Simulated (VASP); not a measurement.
# InGe7Sb16Te32 (a cell with a defect) in VASP: single point with PBE

Aim: the single point of InGe7Sb16Te32 (a cell with a defect) with PBE.

Program: VASP 6.6.1. These are calculated values, not measurements. Logs are shortened: lines on timing, memory, paths and dates and some standing lists are left out, and cuts for length are marked.

## 1. The cell of the first run

The cell holds a defect, 56 atoms: a = 12.238 Å, b = 12.238 Å, c = 14.878 Å, α = 114.29°, β = 114.29°, γ = 90.00°.

## 2. Single point, PBE, collinear spin

File INCAR:

```
PREC = Accurate
ENCUT = 410
EDIFF = 1E-6
ISMEAR = 0
SIGMA = 0.05
LREAL = Auto
LASPH = T
NELM = 200
ALGO = Normal
ISIF = 2
LWAVE = F
LCHARG = F
ISPIN = 2
MAGMOM = 0.5 0 0 0 0 0 0 0 0 0 0 0 0 0 0 0 0 0 0 0 0 0 0 0 0.5 0 0 0 0 0.5 0 0 0.5 0 0 0 0 0 0 0 0 0 0 0 0.5 0 0 0.5 0 0 0 0 0 0 0.5 0
LORBIT = 11
GGA = PE
NBANDS = 230
GGA_COMPAT = F
```

File KPOINTS:

```
regular mesh
0
Gamma
  1 1 1
```

File POSCAR:

```
InGe7Sb16Te32
1.0
   12.2383000000      0.0000000000      0.0000000000
    0.0000000000     12.2383000000      0.0000000000
   -6.1191500000     -6.1191500000     12.1028300000
In Ge Sb Te
1 7 16 32
Direct
   -0.1151816418     -0.0423711038     -0.0900063509
    0.0302791680     -0.0461563946      0.4452227983
    0.5587729770     -0.0055032914      0.5098866199
    0.4672125746      0.0149200727     -0.0737238459
    0.0164696610      0.5043388736      0.5299071341
   -0.0067380429      0.4423365857     -0.0014482709
    0.4366524622      0.5904535241      0.0066335735
    0.5029108428      0.5019004612      0.4712861570
    0.1804832986      0.1981225522      0.5289658384
    0.2834557344      0.2236669860     -0.0465855346
    0.8657205798      0.3049891507      0.1206032939
    0.6865783875      0.2727030188      0.4911147929
    0.3061320258      0.7988699580      0.0400943705
    0.1982533193      0.6717491720      0.4827265412
    0.7081908136      0.7460475009      0.4332088841
    0.9070478857      0.8689549152      0.0838082016
    0.2226970520      0.2438073881      0.2313861782
    0.3902040554      0.0701117357      0.6786564046
    0.9211548979      0.0808432202      0.7221339288
    0.8649877171      0.1765296000      0.3033250165
    0.3645804412      0.6363715698      0.7592160609
    0.3357110110      0.6413040739      0.2502960748
    0.8683904915      0.6253995520      0.2331966049
    0.9075564920      0.6093584123      0.8227779431
    0.0352260915      0.2104245672     -0.0119446278
   -0.0430444145      0.2924791759      0.5426951530
    0.4284987782      0.2705123846      0.4439612249
    0.4924651680      0.2472909238     -0.0888202046
   -0.0064252811      0.7683305925      0.4971625329
    0.0830401410      0.7099675264      0.0560509237
    0.5104270448      0.8141848936     -0.0200623892
    0.5133409458      0.7595064130      0.4923378180
    0.1755354534      0.0540088767      0.3233546787
    0.1471825527      0.1048245075      0.7180207182
    0.6086640314      0.1933700753      0.6984819408
    0.6174944129      0.1505239382      0.2601898866
    0.1359252617      0.6725915536      0.7646977004
    0.1280201002      0.5075827040      0.2530355366
    0.6111519332      0.5606260426      0.1826326688
    0.7185842763      0.6645979337      0.9032220354
    0.2075622179      0.4072225659      0.4914560245
    0.2358604702      0.4652801537      0.9856073320
    0.7646123109      0.4424875890      0.9976404266
    0.7528979330      0.5350462326      0.5544371303
    0.1915300201      1.0077187174      1.0399523897
    0.2219188928      0.8612366089      0.4119027046
    0.7727869466      1.0157613410      0.4921612311
    0.7184801097      1.0592308838      1.0336004796
    0.4372186834      0.4394565547      0.8193571742
    0.4233108619      0.4085339994      0.2453938270
    0.7989644835      0.4128766220      0.2955926632
    0.8715366788      0.3559824294      0.7666821864
    0.4329479416      0.9082901977      0.2775802550
    0.4423526502      0.8628686876      0.7204960136
    0.8504162796      0.8290384674      0.6748417398
    0.8207130747      0.8772892862      0.2430088666
```

Potentials or basis: VASP PAW PBE potentials, release 64 (In_d, Ge_d, Sb, Te).

Command:

```
> cat potpaw_PBE.64/In_d/POTCAR potpaw_PBE.64/Ge_d/POTCAR potpaw_PBE.64/Sb/POTCAR potpaw_PBE.64/Te/POTCAR > POTCAR
> mpirun -np 1 vasp_gam > vasp.out
```

OUTCAR:

```text
PREC = Accurate
   ENCUT = 410
   EDIFF = 1E-6
   ISMEAR = 0
   LREAL = Auto
   LASPH = T
   NELM = 200
   ISIF = 2
   ISPIN = 2
   LORBIT = 11
   GGA = PE

 ion  position               nearest neighbor table
   1  0.885  0.958  0.910-  55 3.03  25 3.10  16 3.11  48 3.20  45 3.36  19 3.84
   2  0.030  0.954  0.445-  46 2.74  29 2.77  56 2.80   9 2.99
   3  0.559  0.994  0.510-  35 2.67  47 2.76  32 2.81  53 2.84
   4  0.467  0.015  0.926-  54 2.73  48 2.75  31 2.87  28 2.97
   5  0.016  0.504  0.530-  41 2.78  26 2.79  37 2.91  51 3.11
   6  0.993  0.442  0.999-  43 2.79  52 2.83  25 2.84  42 3.07  30 3.10  38 3.17
   7  0.437  0.590  0.007-  49 2.64  42 2.73  39 2.78  13 2.99  31 3.11
   8  0.503  0.502  0.471-  44 2.74  50 2.77  27 2.79  32 3.03
   9  0.180  0.198  0.529-  33 2.81  41 2.88   2 2.99  26 3.02  18 3.49  34 3.60
  10  0.283  0.224  0.953-  34 2.86  42 2.89  28 2.91  25 3.30  50 3.57  45 3.73
  11  0.866  0.305  0.121-  51 2.85  43 2.89  48 2.97  25 3.32  38 3.33  23 3.57  20 3.66
  12  0.687  0.273  0.491-  36 2.85  27 2.94  44 2.96  26 3.06  47 3.32  52 3.45
  13  0.306  0.799  0.040-  53 2.88  45 2.92   7 2.99  31 3.01  30 3.07  37 3.36
  14  0.198  0.672  0.483-  29 2.82  38 2.90  46 2.97  41 3.29  54 3.38
  15  0.708  0.746  0.433-  32 2.84  55 2.97  47 3.06  39 3.14  29 3.20  44 3.64
  16  0.907  0.869  0.084-  40 2.86  56 2.93  30 2.94   1 3.11  48 3.36  33 3.52
  17  0.223  0.244  0.231-  45 2.99  27 3.01  50 3.06  25 3.24  33 3.30  38 3.36  41 3.64
[... 25 lines left out ...]
  43  0.765  0.442  0.998-   6 2.79  11 2.89  23 2.97  40 3.49  28 3.52
  44  0.753  0.535  0.554-   8 2.74  12 2.96  55 3.24  24 3.34  15 3.64
  45  0.192  0.008  0.040-  13 2.92  17 2.99  25 3.28   1 3.36  10 3.73
  46  0.222  0.861  0.412-   2 2.74  14 2.97  33 3.09  18 3.39  22 3.52  32 3.66
  47  0.773  0.016  0.492-   3 2.76  19 2.88  15 3.06  12 3.32
  48  0.718  0.059  0.034-   4 2.75  11 2.97   1 3.20  20 3.27  16 3.36  31 3.53
  49  0.437  0.439  0.819-   7 2.64  21 2.92  28 3.12
  50  0.423  0.409  0.245-   8 2.77  22 3.03  17 3.06  10 3.57  39 3.58
  51  0.799  0.413  0.296-  11 2.85  20 3.04   5 3.11  39 3.27  23 3.31  36 3.63
  52  0.872  0.356  0.767-   6 2.83  24 2.84  19 3.26  35 3.32  12 3.45  26 3.68
  53  0.433  0.908  0.278-   3 2.84  13 2.88  22 3.28
  54  0.442  0.863  0.720-   4 2.73  18 2.86  21 3.27  14 3.38  32 3.57
  55  0.850  0.829  0.675-  19 2.91  15 2.97   1 3.03  44 3.24  29 3.58
  56  0.821  0.877  0.243-   2 2.80  16 2.93  23 3.09  20 3.38

  LATTYP: Found a body centered tetragonal cell.
 ALAT       =    12.2383000000
 C/A-ratio  =     1.9778613043

  Lattice vectors:

 A1 = (   6.1191500000,  -6.1191500000, -12.1028300000)
 A2 = (  -6.1191500000,   6.1191500000, -12.1028300000)
 A3 = (   6.1191500000,   6.1191500000,  12.1028300000)

Analysis of symmetry for initial positions (statically):
=====================================================================
 Subroutine PRICEL returns:
 Original cell was already a primitive cell.

 Routine SETGRP: Setting up the symmetry group for a
 body centered tetragonal supercell.

 Subroutine GETGRP returns: Found  1 space group operations
 (whereof  1 operations were pure point group operations)
 out of a pool of 16 trial point group operations.

The static configuration has the point symmetry C_1 .

Analysis of symmetry for dynamics (positions and initial velocities):
=====================================================================
 Subroutine PRICEL returns:
 Original cell was already a primitive cell.

 Routine SETGRP: Setting up the symmetry group for a
 body centered tetragonal supercell.

 Subroutine GETGRP returns: Found  1 space group operations
 (whereof  1 operations were pure point group operations)
 out of a pool of 16 trial point group operations.

The dynamic configuration has the point symmetry C_1 .

Analysis of structural, dynamic, and magnetic symmetry:
=====================================================================
 Subroutine PRICEL returns:
 Original cell was already a primitive cell.

 Routine SETGRP: Setting up the symmetry group for a
 body centered tetragonal supercell.

 Subroutine GETGRP returns: Found  1 space group operations
 (whereof  1 operations were pure point group operations)
 out of a pool of 16 trial point group operations.

The overall configuration has the point symmetry C_1 .

 Subroutine INISYM returns: Found  1 space group operations
 (whereof  1 operations are pure point group operations),
 and found     1 'primitive' translations
[... 178 lines left out ...]
   NELM   =    200;   NELMIN=  2; NELMDL= -5     # of ELM steps
   EDIFF  = 0.1E-05   stopping-criterion for ELM
   LREAL  =      T    real-space projection
   EDIFFG = 0.1E-04   stopping-criterion for IOM
   NSW    =      0    number of steps for IOM
   IBRION =     -1    ionic relax: 0-MD 1-quasi-New 2-CG
   NFREE  =      0    steps in history (QN), initial steepest desc. (CG)
   ISIF   =      2    stress and relaxation
   ISYM   =      2    0-nonsym 1-usesym 2-fastsym
   POTIM  = 0.5000    time-step for ionic-motion
   TEBEG  =    0.0;   TEEND  =   0.0 temperature during run
   PSTRESS=    0.0 pullay stress
   NELECT =     383.0000    total number of electrons
   NUPDOWN=      -1.0000    fix difference up-down
   EMIN   =  10.00;   EMAX   =-10.00  energy-range for DOS
   EFERMI =   0.00;   METHOD = LEGACY
   ISMEAR =     0;   SIGMA  =   0.05  broadening in eV -4-tet -1-fermi 0-gaus
   EFERMI_NEDOS =   21; number of points for ismear=-14 and -15
   IALGO  =     38    algorithm
   IMIX   =      4    mixing-type and parameters
     AMIX     =   0.40;   BMIX     =  1.00
     AMIX_MAG =   1.60;   BMIX_MAG =  1.00
  volume/ion in A,a.u.               =      32.37       218.44
  Fermi-wavevector in a.u.,A,eV,Ry     =   0.975060  1.842596 12.935633  0.950742
  Thomas-Fermi vector in A             =   2.105570
   LORBIT       =     11    0 simple, 1 ext, 2 COOP (PROOUT), +10 PAW based schemes
   GGA     = PE    functional components
   LHFCALC =     F    Hartree Fock is set to
   AEXX    =    0.0000 exact exchange contribution
   IVDW    =     0    specifies the selected vdW correction
   LEPSILON=     F    determine dielectric tensor
   LRPA    =     F    only Hartree local field effects (RPA)
 spin polarized calculation
 Gauss-broadening in eV      SIGMA  =   0.05
  energy-cutoff  :      410.00
  volume of cell :     1812.71
 maximum number of plane-waves:     17128
 NGX is ok and might be reduce to    84
   NGX = 41   NGY = 41   NGZ = 49

 number of electron     383.0000029 magnetization       0.0042858

 Free energy of the ion-electron system (eV)
  ---------------------------------------------------
  ext. energy  EPLUGINS =         0.00000000
  ---------------------------------------------------
  free energy    TOTEN  =      -198.51304968 eV

  energy without entropy =     -198.48475606  energy(sigma->0) =     -198.49890287

 E-fermi :   5.5601     XC(G=0):  -9.0964

 val. band max:        5.5599543750   @ k =   0.0000   0.0000   0.0000
 cond. band min:       5.5601259195   @ k =   0.0000   0.0000   0.0000
 fundamental gap:      0.0001715445
 Fermi energy:         5.5600689404

 spin component 1

 k-point     1 :       0.0000    0.0000    0.0000
  band No.  band energies     occupation
      1     -19.0918      1.00000
      2     -19.0842      1.00000
      3     -19.0659      1.00000
      4     -19.0559      1.00000
      5     -19.0441      1.00000
      6     -19.0074      1.00000
[... 195 lines left out ...]
    202       6.7101      0.00000
    203       6.7806      0.00000
 Fermi energy:         5.5600689404

 spin component 2

 k-point     1 :       0.0000    0.0000    0.0000
  band No.  band energies     occupation
      1     -19.0918      1.00000
      2     -19.0842      1.00000
      3     -19.0659      1.00000
      4     -19.0559      1.00000
      5     -19.0441      1.00000
      6     -19.0074      1.00000
[... 195 lines left out ...]
    202       6.7102      0.00000
    203       6.7807      0.00000
 [bands above 203 left out]

------------------------ aborting loop because EDIFF is reached ----------------------------------------

  FORCE on cell =-STRESS in cart. coord.  units (eV):
  Direction    XX          YY          ZZ          XY          YZ          ZX
  --------------------------------------------------------------------------------------
  -------------------------------------------------------------------------------------
  Total       32.1381189     41.9517470     10.1629504     -1.0822487     -2.5269929     -0.0091386
  in kB       28.4054656     37.0792986      8.9825836     -0.9565519     -2.2334975     -0.0080772
  external PRESSURE =      24.8224493 kB  Pullay stress =       0.0000000 kB

 VOLUME and BASIS-vectors are now :
 -----------------------------------------------------------------------------
  energy-cutoff  :      410.00
  volume of cell :     1812.71
      direct lattice vectors                 reciprocal lattice vectors
    12.238300000  0.000000000  0.000000000     0.081710695  0.000000000  0.041312652
     0.000000000 12.238300000  0.000000000     0.000000000  0.081710695  0.041312652
    -6.119150000 -6.119150000 12.102830000     0.000000000  0.000000000  0.082625303

 POSITION                                       TOTAL-FORCE (eV/Angst)
 -----------------------------------------------------------------------------------
      5.26028      6.15136     11.01350        -0.002739     -0.014311      0.002471
     -2.35382      8.94904      5.38846        -0.005969      0.018244      0.021120
      3.71836      9.05088      6.17107        -0.008974     -0.007684     -0.055167
      0.04986     -5.48543     11.21056        -0.080951      0.023211     -0.040190
     -3.04102      2.92967      6.41338        -0.024761      0.027119      0.041876
      6.04555     -0.69684     12.08530         0.028549     -0.054319     -0.041915
[... 48 lines left out ...]
      6.27819      6.01656      8.16749         0.006285     -0.002472     -0.063628
      8.55713      9.24952      2.94110         0.010794      0.014957      0.012561
 -----------------------------------------------------------------------------------
    total drift:                                0.004013      0.004042      0.002924

  FREE ENERGIE OF THE ION-ELECTRON SYSTEM (eV)
  ---------------------------------------------------
  free  energy   TOTEN  =      -198.5130496842 eV

  energy  without entropy=     -198.4847560637  energy(sigma->0) =     -198.49890287

 total charge

# of ion       s       p       d       tot
------------------------------------------
    1        1.049   0.379   9.856  11.284
    2        1.279   0.894  10.015  12.188
    3        1.293   0.885  10.021  12.199
    4        1.298   0.860  10.013  12.171
    5        1.299   0.821  10.010  12.131
    6        1.319   0.833  10.019  12.171
[... 48 lines left out ...]
   55        1.414   1.907   0.035   3.356
   56        1.412   1.895   0.034   3.341
--------------------------------------------------
tot         75.488  83.675  81.856 241.019

 magnetization (x)

# of ion       s       p       d       tot
------------------------------------------
    1        0.000   0.000   0.000   0.000
    2        0.000   0.000   0.000   0.000
    3        0.000   0.000   0.000   0.000
    4        0.000   0.000   0.000   0.000
    5        0.000   0.000   0.000   0.000
    6        0.000  -0.000   0.000  -0.000
[... 48 lines left out ...]
   55        0.000   0.000   0.000   0.000
   56        0.000   0.000   0.000   0.000
--------------------------------------------------
tot          0.000   0.001   0.000   0.001
```

Run time: 52 min. Hardware: 1 thread of Intel Xeon 8259CL, shared host; peak memory 1.7 GiB.

What came out:

| Property | Result |
| --- | --- |
| Free energy | -198.5130 eV |
| Pressure | 2.5 GPa |
| Largest force | 0.107 eV/Å |
| Net moment | 0.00 μB per cell |
| Valence electrons inside the program's atomic spheres | In 11.28; Ge 12.19, 12.20, 12.17, 12.13, 12.21 (each value once); Sb 2.35, 2.33, 2.36, 2.34, 2.28, 2.29, 2.32 (each value once); Te 3.37, 3.35, 3.36, 3.32, 3.34, 3.33 (each value once) |

Forces in eV/Å, atoms in the order of the input:
```
In  -0.003 -0.014  0.002
Ge  -0.006  0.018  0.021
Ge  -0.009 -0.008 -0.055
Ge  -0.081  0.023 -0.040
Ge  -0.025  0.027  0.042
Ge   0.029 -0.054 -0.042
Ge   0.042  0.094  0.025
Ge  -0.002  0.013  0.005
Sb   0.050 -0.013  0.014
Sb  -0.011 -0.003  0.044
Sb   0.006  0.005  0.029
Sb  -0.012 -0.016  0.045
Sb  -0.017 -0.047 -0.003
Sb   0.029 -0.009  0.017
Sb   0.014  0.017  0.041
Sb   0.017  0.012 -0.017
Sb   0.030  0.013  0.041
Sb  -0.017  0.013 -0.057
Sb  -0.034 -0.003  0.014
Sb   0.062 -0.024  0.012
Sb   0.021  0.002 -0.048
Sb  -0.008 -0.028 -0.025
Sb   0.015 -0.011  0.012
Sb  -0.009  0.035 -0.020
Te  -0.003  0.011 -0.005
Te  -0.039  0.013 -0.027
Te  -0.043 -0.011  0.006
Te  -0.009  0.009  0.017
Te  -0.027 -0.021 -0.024
Te  -0.011 -0.007  0.036
Te   0.018 -0.026  0.040
Te  -0.021  0.004  0.020
Te  -0.023 -0.008  0.007
Te   0.047  0.003 -0.044
Te  -0.017  0.014  0.034
Te  -0.004  0.014 -0.025
Te  -0.006  0.009 -0.006
Te  -0.027  0.002 -0.045
Te  -0.019 -0.009 -0.006
Te  -0.013 -0.001 -0.002
Te   0.018  0.006 -0.019
Te  -0.029 -0.006  0.003
Te  -0.023  0.010 -0.032
Te   0.001  0.028  0.010
Te  -0.004  0.011 -0.041
Te   0.027 -0.017  0.037
Te   0.036  0.006 -0.002
Te   0.057 -0.018  0.045
Te   0.005 -0.020  0.000
Te  -0.010 -0.010 -0.015
Te  -0.007  0.008  0.006
Te  -0.013 -0.017  0.026
Te   0.028  0.012 -0.004
Te   0.013 -0.045  0.006
Te   0.006 -0.002 -0.064
Te   0.011  0.015  0.013
```

Stress tensor (GPa, compression positive):
```
 2.84 -0.10  0.00
-0.10  3.71 -0.22
 0.00 -0.22  0.90
```

Caveat: the k points lie up to 0.58 Å⁻¹ apart; spin-orbit coupling is left out, which moves the levels of the heavy elements.
